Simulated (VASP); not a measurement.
# MnCoSnH (P4/nmm) in VASP: settings compared

The runs below take MnCoSnH through single point, with PBE+D3(BJ), PBE.

All numbers are computed with VASP 6.6.1; they aren't measurements. Logs are shortened: lines on timing, memory, paths and dates and some standing lists are left out, and cuts for length are marked.

### 1 The cell of the first run

Symmetry: P4/nmm, No. 129, tetragonal system. The conventional cell has a = 3.781 Å, b = 3.781 Å, c = 7.240 Å, α = 90.00°, β = 90.00°, γ = 90.00°. Mn (site symmetry 4mm) has 4 H at 2.26 Å and 4 Sn at 2.93 Å and 4 Co at 3.04 Å within 3.1 Å. Within 3.1 Å of H (site symmetry -4m2) lie 4 Mn at 2.26 Å and 4 H at 2.67 Å and 4 Sn at 3.08 Å. Within 3.1 Å of Sn (site symmetry 4mm) lie 4 Co at 2.23 Å and 4 Mn at 2.93 Å and 4 H at 3.08 Å. Co (site symmetry -4m2) has 4 Sn at 2.23 Å and 4 Co at 2.67 Å and 4 Mn at 3.04 Å within 3.1 Å.

### 2 Single point, PBE+D3(BJ)

The input, INCAR:

```
PREC     = Accurate       # precision mode
ENCUT    = 520            # plane-wave cutoff, eV
EDIFF    = 1E-6           # SCF threshold, eV
ISMEAR   = 0              # smearing method
SIGMA    = 0.025          # smearing width, eV
LREAL    = False          # projectors in reciprocal space
LASPH    = True           # aspherical terms in the spheres
NELM     = 60             # most SCF steps
ALGO     = Normal         # electronic algorithm
ISIF     = 2              # what is computed and relaxed
LWAVE    = False          # write WAVECAR
LCHARG   = False          # write CHGCAR
GGA      = PE             # functional
IVDW     = 12             # dispersion correction
NBANDS   = 47             # bands
```

The input, KPOINTS:

```
Automatic mesh
0
Gamma
  5 5 3
```

The input, POSCAR:

```
MnCoSnH
1.0
    3.7812250000      0.0000000000      0.0000000000
    0.0000000000      3.7812250000      0.0000000000
    0.0000000000      0.0000000000      7.2395490000
Mn H Sn Co
2 2 2 2
Direct
    0.2500000000      0.2500000000      0.6709000000
    0.7500000000      0.7500000000      0.3291000000
    0.2500000000      0.7500000000      0.5000000000
    0.7500000000      0.2500000000      0.5000000000
    0.2500000000      0.2500000000      0.1643000000
    0.7500000000      0.7500000000      0.8357000000
    0.7500000000      0.2500000000      0.0000000000
    0.2500000000      0.7500000000      0.0000000000
```

Potentials or basis: VASP PAW PBE potentials, release 64 (Mn_pv, H, Sn_d, Co).

On the command line:

```sh
$ cat potpaw_PBE.64/Mn_pv/POTCAR potpaw_PBE.64/H/POTCAR potpaw_PBE.64/Sn_d/POTCAR potpaw_PBE.64/Co/POTCAR > POTCAR
$ mpirun -np 1 vasp_std > vasp.out
```

OUTCAR:

```text
PREC = Accurate
   ENCUT = 520
   EDIFF = 1E-6
   ISMEAR = 0
   LREAL = False
   LASPH = True
   NELM = 60
   ISIF = 2
   GGA = PE
   IVDW = 12
 IVDW          = 12

 ion  position               nearest neighbor table
   1  0.250  0.250  0.671-   6 2.93   6 2.93   6 2.93   6 2.93   8 3.04   8 3.04   7 3.04   7 3.04

   2  0.750  0.750  0.329-   5 2.93   5 2.93   5 2.93   5 2.93   7 3.04   8 3.04   8 3.04   7 3.04

   3  0.250  0.750  0.500-
   4  0.750  0.250  0.500-
   5  0.250  0.250  0.164-   7 2.23   8 2.23   8 2.23   7 2.23   2 2.93   2 2.93   2 2.93   2 2.93
                             6 3.58   6 3.58   6 3.58   6 3.58
   6  0.750  0.750  0.836-   7 2.23   8 2.23   7 2.23   8 2.23   1 2.93   1 2.93   1 2.93   1 2.93
                             5 3.58   5 3.58   5 3.58   5 3.58
   7  0.750  0.250  0.000-   5 2.23   6 2.23   6 2.23   5 2.23   8 2.67   8 2.67   8 2.67   8 2.67
                             1 3.04   2 3.04   2 3.04   1 3.04
   8  0.250  0.750  0.000-   5 2.23   6 2.23   5 2.23   6 2.23   7 2.67   7 2.67   7 2.67   7 2.67
                             2 3.04   1 3.04   2 3.04   1 3.04

  LATTYP: Found a simple tetragonal cell.
 ALAT       =     3.7812250000
 C/A-ratio  =     1.9146041296

  Lattice vectors:

 A1 = (   3.7812250000,   0.0000000000,   0.0000000000)
 A2 = (   0.0000000000,   3.7812250000,   0.0000000000)
 A3 = (   0.0000000000,   0.0000000000,   7.2395490000)

Analysis of symmetry for initial positions (statically):
=====================================================================
 Subroutine PRICEL returns:
 Original cell was already a primitive cell.

 Routine SETGRP: Setting up the symmetry group for a
 simple tetragonal supercell.

 Subroutine GETGRP returns: Found 16 space group operations
 (whereof  4 operations were pure point group operations)
 out of a pool of 16 trial point group operations.

The static configuration has the point symmetry C_2h.
 The point group associated with its full space group is D_4h.

Analysis of symmetry for dynamics (positions and initial velocities):
=====================================================================
 Subroutine PRICEL returns:
 Original cell was already a primitive cell.

 Routine SETGRP: Setting up the symmetry group for a
 simple tetragonal supercell.

 Subroutine GETGRP returns: Found 16 space group operations
 (whereof  4 operations were pure point group operations)
 out of a pool of 16 trial point group operations.

The dynamic configuration has the point symmetry C_2h.
 The point group associated with its full space group is D_4h.

 Subroutine INISYM returns: Found 16 space group operations
[... 102 lines left out ...]
   ISIF   =      2    stress and relaxation
   ISYM   =      2    0-nonsym 1-usesym 2-fastsym
   POTIM  = 0.5000    time-step for ionic-motion
   TEBEG  =    0.0;   TEEND  =   0.0 temperature during run
   PSTRESS=    0.0 pullay stress
   NELECT =      74.0000    total number of electrons
   NUPDOWN=      -1.0000    fix difference up-down
   EMIN   =  10.00;   EMAX   =-10.00  energy-range for DOS
   EFERMI =   0.00;   METHOD = LEGACY
   ISMEAR =     0;   SIGMA  =   0.03  broadening in eV -4-tet -1-fermi 0-gaus
   EFERMI_NEDOS =   21; number of points for ismear=-14 and -15
   IALGO  =     38    algorithm
   IMIX   =      4    mixing-type and parameters
     AMIX     =   0.40;   BMIX     =  1.00
     AMIX_MAG =   1.60;   BMIX_MAG =  1.00
  volume/ion in A,a.u.               =      12.94        87.31
  Fermi-wavevector in a.u.,A,eV,Ry     =   1.463839  2.766254 29.154886  2.142824
  Thomas-Fermi vector in A             =   2.579886
   LORBIT       =      0    0 simple, 1 ext, 2 COOP (PROOUT), +10 PAW based schemes
   GGA     = PE    functional components
   LHFCALC =     F    Hartree Fock is set to
   AEXX    =    0.0000 exact exchange contribution
   IVDW    =    12    specifies the selected vdW correction
   LEPSILON=     F    determine dielectric tensor
   LRPA    =     F    only Hartree local field effects (RPA)
 non-spin polarized calculation
 Gauss-broadening in eV      SIGMA  =   0.03
  energy-cutoff  :      520.00
  volume of cell :      103.51
 maximum number of plane-waves:      2806
   NGX = 15   NGY = 15   NGZ = 27

 number of electron      74.0000014 magnetization

 Free energy of the ion-electron system (eV)
  ---------------------------------------------------
  ext. energy  EPLUGINS =         0.00000000
  ---------------------------------------------------
  free energy    TOTEN  =       -37.45295173 eV

  energy without entropy =      -37.44061676  energy(sigma->0) =      -37.44678425

 E-fermi :   8.4344     XC(G=0): -11.7386

 val. band max:        8.4336634801   @ k =   0.4000   0.2000   0.3333
 cond. band min:       8.4363127497   @ k =   0.4000   0.0000   0.3333
 fundamental gap:      0.0026492697
 Fermi energy:         8.4344362279

 k-point     1 :       0.0000    0.0000    0.0000
  band No.  band energies     occupation
      1     -39.2589      2.00000
      2     -39.2545      2.00000
      3     -39.2424      2.00000
      4     -39.2424      2.00000
      5     -39.2402      2.00000
      6     -39.2402      2.00000
[... 589 lines left out ...]
     46      11.1629      0.00000
     47      11.6305      0.00000

------------------------ aborting loop because EDIFF is reached ----------------------------------------

 Edisp (eV)   -3.13459

 E8    (eV) :    -1.3705

  FORCE on cell =-STRESS in cart. coord.  units (eV):
  Direction    XX          YY          ZZ          XY          YZ          ZX
  --------------------------------------------------------------------------------------
  -------------------------------------------------------------------------------------
  Total       7.82514     7.82514     2.43726     0.00000     0.00000    -0.00000
  in kB     121.12292   121.12292    37.72560     0.00000     0.00000    -0.00000
  external pressure =       93.32 kB  Pullay stress =        0.00 kB

 VOLUME and BASIS-vectors are now :
 -----------------------------------------------------------------------------
  energy-cutoff  :      520.00
  volume of cell :      103.51
      direct lattice vectors                 reciprocal lattice vectors
     3.781225000  0.000000000  0.000000000     0.264464558  0.000000000  0.000000000
     0.000000000  3.781225000  0.000000000     0.000000000  0.264464558  0.000000000
     0.000000000  0.000000000  7.239549000     0.000000000  0.000000000  0.138130151

 POSITION                                       TOTAL-FORCE (eV/Angst)
 -----------------------------------------------------------------------------------
      0.94531      0.94531      4.85701        -0.000000      0.000000     -0.678077
      2.83592      2.83592      2.38254        -0.000000      0.000000      0.678077
      0.94531      2.83592      3.61977         0.000000     -0.000000      0.000000
      2.83592      0.94531      3.61977         0.000000     -0.000000      0.000000
      0.94531      0.94531      1.18946        -0.000000      0.000000      7.880166
      2.83592      2.83592      6.05009         0.000000     -0.000000     -7.880166
      2.83592      0.94531      0.00000        -0.000000      0.000000      0.000000
      0.94531      2.83592      0.00000        -0.000000     -0.000000      0.000000
 -----------------------------------------------------------------------------------
    total drift:                                0.000000      0.000000     -0.000000

  FREE ENERGIE OF THE ION-ELECTRON SYSTEM (eV)
  ---------------------------------------------------
  free  energy   TOTEN  =       -40.5875415659 eV

  energy  without entropy=      -40.5752066008  energy(sigma->0) =      -40.58137408
```

OSZICAR:

```text
N       E                     dE             d eps       ncg     rms          rms(c)
DAV:   1     0.840020728481E+03    0.84002E+03   -0.37282E+04  1135   0.239E+03
DAV:   2     0.724682486116E+02   -0.76755E+03   -0.74737E+03  1128   0.649E+02
DAV:   3    -0.412617840071E+02   -0.11373E+03   -0.11010E+03  1170   0.228E+02
DAV:   4    -0.474550097374E+02   -0.61932E+01   -0.61095E+01  1355   0.558E+01
[... 13 lines left out ...]
DAV:  18    -0.374531611303E+02    0.15656E-03   -0.17677E-04  1342   0.733E-02    0.211E-01
DAV:  19    -0.374529726560E+02    0.18847E-03   -0.38857E-04  1611   0.123E-01    0.672E-02
DAV:  20    -0.374529659410E+02    0.67149E-05   -0.25628E-05  1093   0.298E-02    0.530E-02
DAV:  21    -0.374529516275E+02    0.14314E-04   -0.40526E-05  1227   0.355E-02    0.104E-02
DAV:  22    -0.374529517289E+02   -0.10144E-06   -0.32822E-06   950   0.101E-02
   1 F= -.40587542E+02 E0= -.40581374E+02  d E =-.123350E-01
```

Run time: 80 s. Hardware: 1 thread of Intel Xeon Platinum 8375C at 2.90GHz (Ice Lake), shared host; peak memory 0.23 GiB.

Results:

```
Free energy                : -40.5875 eV
Pressure                   : 9.3 GPa
Largest force              : 7.880 eV/Å
Band gap on the k mesh     : zero (bands 37 and 38 overlap by 0.21 eV)
Dispersion energy per atom : -0.392 eV
```

Forces in eV/Å, atoms in the order of the input:
```
Mn   0.000  0.000 -0.678
Mn   0.000  0.000  0.678
H    0.000  0.000  0.000
H    0.000  0.000  0.000
Sn   0.000  0.000  7.880
Sn   0.000  0.000 -7.880
Co   0.000  0.000  0.000
Co   0.000  0.000  0.000
```

Caveat: three body term missing; the cell stands under pressure; spin-orbit coupling is left out, which moves the levels of the heavy elements; the run has no spin polarisation, though such a crystal can be magnetic; forces of over 1 eV/Å act on the atoms, so gaps and moduli don't describe the material at rest. Spin polarisation is off, so any magnetic state and its effect on volume and gap are missing.

### 3 Single point, PBE

The input, INCAR:

```
ALGO = Normal
EDIFF = 1E-6
ENCUT = 520
GGA = PE
ISIF = 2
ISMEAR = -1
ISYM = 0
LASPH = T
LCHARG = T
LELF = T
LREAL = F
LVHAR = T
LWAVE = F
NBANDS = 47
NELM = 80
PREC = Accurate
SIGMA = 0.0171
```

The input, KPOINTS:

```
k-points
0
Gamma
  5 5 3
```

POSCAR is that of step 2.

Potentials or basis: VASP PAW PBE potentials, release 64 (Mn_pv, H, Sn_d, Co).

On the command line:

```sh
$ cat potpaw_PBE.64/Mn_pv/POTCAR potpaw_PBE.64/H/POTCAR potpaw_PBE.64/Sn_d/POTCAR potpaw_PBE.64/Co/POTCAR > POTCAR
$ mpirun -np 1 vasp_std > vasp.out
```

Run time: 4.5 min. Hardware: 1 thread of Intel Xeon Platinum 8375C at 2.90GHz (Ice Lake), shared host; peak memory 0.3 GiB.

It converged, with:

```
Free energy            : -37.4633 eV
Pressure               : 13.9 GPa
Largest force          : 7.868 eV/Å
Band gap on the k mesh : zero (bands 37 and 38 overlap by 0.21 eV)
```

Forces on the atoms (eV/Å):
```
Mn   0.000  0.000 -0.748
Mn   0.000  0.000  0.748
H    0.000  0.000  0.000
H    0.000  0.000  0.000
Sn   0.000  0.000  7.868
Sn   0.000  0.000 -7.868
Co   0.000  0.000  0.000
Co   0.000  0.000  0.000
```

Stress tensor (GPa, compression positive):
```
16.74  0.00  0.00
 0.00 16.74  0.00
 0.00  0.00  8.31
```

Levels at points of the mesh, in eV from the Fermi level:
| k point | band 35 | band 36 | band 37 | band 38 | band 39 | band 40 |
| --- | --- | --- | --- | --- | --- | --- |
| (0.00, 0.00, 0.00) | -0.29 | -0.14 | 0.08 | 0.08 | 0.13 | 0.58 |

Caveat: the cell stands under pressure; spin-orbit coupling is left out, which moves the levels of the heavy elements; the run has no spin polarisation, though such a crystal can be magnetic; forces of over 1 eV/Å act on the atoms, so gaps and moduli don't describe the material at rest.
